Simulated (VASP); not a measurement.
# Cu (Fm-3m) in VASP: further runs, part 2 of 2

VASP 6.6.1. Earlier steps stand in the parts before.

## Step 4: Single point, PBE

The input, INCAR:

```
PREC = Accurate
ENCUT = 600
EDIFF = 1E-6
ISMEAR = -4
SIGMA = 0.1
LREAL = F
LASPH = T
NELM = 120
ALGO = Normal
ISIF = 2
LWAVE = F
LCHARG = F
GGA = PE
NBANDS = 12
GGA_COMPAT = F
```

The input, KPOINTS:

```
Automatic mesh
0
Gamma
  9 9 9
```

The input, POSCAR:

```
Cu
1.0
    0.0000000000      1.7810820000      1.7810820000
    1.7810820000      0.0000000000      1.7810820000
    1.7810820000      1.7810820000      0.0000000000
Cu
1
Direct
    0.0000000000      0.0000000000      0.0000000000
```

Potentials or basis: VASP PAW PBE potentials, release 64 (Cu).

On the command line:

```console
$ cat potpaw_PBE.64/Cu/POTCAR > POTCAR
$ mpirun -np 1 vasp_std > vasp.out
```

OUTCAR:

```text
PREC = Accurate
   ENCUT = 600
   EDIFF = 1E-6
   ISMEAR = -4
   LREAL = F
   LASPH = T
   NELM = 120
   ISIF = 2
   GGA = PE

 ion  position               nearest neighbor table
   1  0.000  0.000  0.000-

  LATTYP: Found a face centered cubic cell.
 ALAT       =     3.5621640000

  Lattice vectors:

 A1 = (   0.0000000000,   1.7810820000,   1.7810820000)
 A2 = (   1.7810820000,   0.0000000000,   1.7810820000)
 A3 = (   1.7810820000,   1.7810820000,   0.0000000000)

Analysis of symmetry for initial positions (statically):
[... 530 lines left out ...]
      4       6.5153      2.00000
      5       6.5153      2.00000
      6       8.7540      0.28580
      7      16.7115      0.00000
      8      21.8012      0.00000
      9      21.8012      0.00000
     10      26.2301      0.00000
     11      29.2025      0.00000
     12      50.9569      0.00000

 [... further k-points ...]
[... 5 lines left out ...]
  --------------------------------------------------------------------------------------
  -------------------------------------------------------------------------------------
  Total        0.7426270      0.7426270      0.7426270     -0.0000000     -0.0000000      0.0000000
  in kB      105.2930142    105.2930142    105.2930142     -0.0000000     -0.0000000      0.0000000
  external PRESSURE =     105.2930142 kB  Pullay stress =       0.0000000 kB

 VOLUME and BASIS-vectors are now :
 -----------------------------------------------------------------------------
  energy-cutoff  :      600.00
  volume of cell :       11.30
      direct lattice vectors                 reciprocal lattice vectors
     0.000000000  1.781082000  1.781082000    -0.280728231  0.280728231  0.280728231
     1.781082000  0.000000000  1.781082000     0.280728231 -0.280728231  0.280728231
     1.781082000  1.781082000  0.000000000     0.280728231  0.280728231 -0.280728231

 POSITION                                       TOTAL-FORCE (eV/Angst)
 -----------------------------------------------------------------------------------
      0.00000      0.00000      0.00000        -0.000000      0.000000     -0.000000
 -----------------------------------------------------------------------------------
    total drift:                                0.000000      0.000000      0.000000

  FREE ENERGIE OF THE ION-ELECTRON SYSTEM (eV)
  ---------------------------------------------------
  free  energy   TOTEN  =        -3.6091416349 eV

  energy  without entropy=       -3.6091416349  energy(sigma->0) =       -3.60914163
```

OSZICAR:

```text
N       E                     dE             d eps       ncg     rms          rms(c)
DAV:   1     0.475916810388E+02    0.47592E+02   -0.59815E+03   940   0.174E+03
DAV:   2    -0.299222564285E+01   -0.50584E+02   -0.47408E+02   864   0.225E+02
DAV:   3    -0.454654557903E+01   -0.15543E+01   -0.15460E+01  1004   0.443E+01
DAV:   4    -0.455629838056E+01   -0.97528E-02   -0.97517E-02   972   0.302E+00
DAV:   5    -0.455637816755E+01   -0.79787E-04   -0.79786E-04  1024   0.281E-01    0.783E+00
DAV:   6    -0.395791739540E+01    0.59846E+00   -0.14021E+01  1008   0.733E+01    0.366E+00
DAV:   7    -0.362387426210E+01    0.33404E+00   -0.21313E+00  1024   0.282E+01    0.655E-01
DAV:   8    -0.361027466597E+01    0.13600E-01   -0.52440E-03  1068   0.775E-01    0.252E-01
DAV:   9    -0.360913792817E+01    0.11367E-02   -0.66957E-03  1076   0.145E+00    0.274E-02
DAV:  10    -0.360914296540E+01   -0.50372E-05   -0.28637E-05  1220   0.880E-02    0.802E-03
DAV:  11    -0.360914148331E+01    0.14821E-05   -0.93611E-07   728   0.189E-02    0.254E-04
DAV:  12    -0.360914163492E+01   -0.15160E-06   -0.50711E-08   548   0.272E-03
   1 F= -.36091416E+01 E0= -.36091416E+01  d E =0.000000E+00
```

stdout:

```text
POSCAR found type information on POSCAR Cu
 POSCAR found :  1 types and       1 ions
 scaLAPACK will be used
 LDA part: xc-table for (Slater+PW92), standard interpolation
 POSCAR, INCAR and KPOINTS ok, starting setup
 FFT: planning ... GRIDC
 FFT: planning ... GRID_SOFT
 FFT: planning ... GRID
 WAVECAR not read
 entering main loop
 -----------------------------------------------------------------------------
|                                                                             |
|           W    W    AA    RRRRR   N    N  II  N    N   GGGG   !!!           |
|           W    W   A  A   R    R  NN   N  II  NN   N  G    G  !!!           |
|           W    W  A    A  R    R  N N  N  II  N N  N  G       !!!           |
|           W WW W  AAAAAA  RRRRR   N  N N  II  N  N N  G  GGG   !            |
|           WW  WW  A    A  R   R   N   NN  II  N   NN  G    G                |
|           W    W  A    A  R    R  N    N  II  N    N   GGGG   !!!           |
|                                                                             |
|     Tetrahedron method does not include variations of the Fermi             |
|     occupations, so forces and stress will be inaccurate. We suggest        |
|     using a different smearing scheme ISMEAR = 1 or 2 for metals in         |
|     relaxations.                                                            |
|                                                                             |
 -----------------------------------------------------------------------------
```

It took 12 s on 1 thread of Intel Xeon 8259CL, shared host; peak memory 0.13 GiB.

What came out:

```
Free energy : -3.6091 eV
Pressure    : 10.5 GPa
```

## Step 5: Single point, PBE

The input, INCAR:

```
SYSTEM = Cu
PREC = Accurate
ENCUT = 600
EDIFF = 1E-6
ISMEAR = 1
SIGMA = 0.0584
LREAL = .FALSE.
LASPH = .TRUE.
NELM = 120
ALGO = Normal
ISIF = 2
LWAVE = .FALSE.
LCHARG = .FALSE.
GGA = PE
NBANDS = 12
GGA_COMPAT = .FALSE.
```

The input, KPOINTS:

```
Automatic mesh
0
G
  9 9 9
  0 0 0
```

POSCAR is that of step 4.

Potentials or basis: VASP PAW PBE potentials, release 64 (Cu).

On the command line:

```console
$ cat potpaw_PBE.64/Cu/POTCAR > POTCAR
$ mpirun -np 1 vasp_std > vasp.out
```

OUTCAR:

```text
SYSTEM = Cu
   PREC = Accurate
   ENCUT = 600
   EDIFF = 1E-6
   ISMEAR = 1
   LREAL = .FALSE.
   LASPH = .TRUE.
   NELM = 120
   ISIF = 2
   GGA = PE

 ion  position               nearest neighbor table
   1  0.000  0.000  0.000-

  LATTYP: Found a face centered cubic cell.
 ALAT       =     3.5621640000

  Lattice vectors:

 A1 = (   0.0000000000,   1.7810820000,   1.7810820000)
 A2 = (   1.7810820000,   0.0000000000,   1.7810820000)
 A3 = (   1.7810820000,   1.7810820000,   0.0000000000)

Analysis of symmetry for initial positions (statically):
[... 530 lines left out ...]
      6       8.7616     -0.00000
      7      16.7281      0.00000
      8      21.8061      0.00000
      9      21.8061      0.00000
     10      26.2462      0.00000
     11      29.2113      0.00000
     12      50.9608      0.00000

 [... further k-points ...]
[... 5 lines left out ...]
  --------------------------------------------------------------------------------------
  -------------------------------------------------------------------------------------
  Total        0.6932430      0.6932430      0.6932430     -0.0000000      0.0000000      0.0000000
  in kB       98.2911320     98.2911320     98.2911320     -0.0000000      0.0000000      0.0000000
  external PRESSURE =      98.2911320 kB  Pullay stress =       0.0000000 kB

 VOLUME and BASIS-vectors are now :
 -----------------------------------------------------------------------------
  energy-cutoff  :      600.00
  volume of cell :       11.30
      direct lattice vectors                 reciprocal lattice vectors
     0.000000000  1.781082000  1.781082000    -0.280728231  0.280728231  0.280728231
     1.781082000  0.000000000  1.781082000     0.280728231 -0.280728231  0.280728231
     1.781082000  1.781082000  0.000000000     0.280728231  0.280728231 -0.280728231

 POSITION                                       TOTAL-FORCE (eV/Angst)
 -----------------------------------------------------------------------------------
      0.00000      0.00000      0.00000         0.000000      0.000000      0.000000
 -----------------------------------------------------------------------------------
    total drift:                                0.000000      0.000000      0.000000

  FREE ENERGIE OF THE ION-ELECTRON SYSTEM (eV)
  ---------------------------------------------------
  free  energy   TOTEN  =        -3.7206623390 eV

  energy  without entropy=       -3.7205980810  energy(sigma->0) =       -3.72064092
```

Run time: 12 s. Hardware: 1 thread of Intel Xeon 8259CL, shared host; peak memory 0.12 GiB.

What came out:

* Free energy: -3.7207 eV
* Pressure: 9.8 GPa

## Step 6: The runs side by side

| cutoff (eV) | smearing | gap on the mesh (eV) | pressure (GPa) |
| --- | --- | --- | --- |
| 520 | tetrahedron | none | 9.5 |
| 600 | methfessel-paxton 0.0584 eV | none | 9.8 |
| 600 | tetrahedron | none | 10.5 |

Alike in all rows: task single point; level PBE; potentials or basis VASP PAW PBE potentials, release 64 (Cu); no spin polarisation; cell as given; k mesh 9 × 9 × 9.

Every run on the cell as given and a fine mesh finds a metal.

Caveats: tetrahedron occupations give inexact forces and stress in metals (some runs).

Total energies depend on the potentials used, so only differences within one code and one set of settings carry meaning.
